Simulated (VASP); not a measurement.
Si:

```xyz
1
Lattice="-1.6269 1.6269 1.3203 1.6269 -1.6269 1.3203 1.6269 1.6269 -1.3203" Properties=species:S:1:pos:R:3 pbc="T T T"
Si    0.0000    0.0000    0.0000
```

Base run:

* Program: VASP 6.6.1
* Functional: PBEsol
* Potentials or basis: VASP PAW PBE potentials, release 64 (Si)
* Cutoff: 520 eV
* k mesh: 9 × 9 × 9
* Occupations: fermi-dirac, width 0.2 eV
* Spin: no spin polarisation

Its results: band gap on the k mesh zero (band 2 reaches 20.12 eV, above the bottom of band 3 at 7.24 eV); pressure 1.3 GPa.

Q: The run is repeated on the same cell with these changes: functional from PBEsol to RPBE. What comes out?

A: Band gap on the k mesh zero (band 2 reaches 20.17 eV, above the bottom of band 3 at 7.36 eV); pressure 4.5 GPa.

RPBE binds less tightly than PBEsol, so the same cell stands under more pressure.

Caveats: the PAW data sets were made with another functional, which shifts forces and pressure a little.
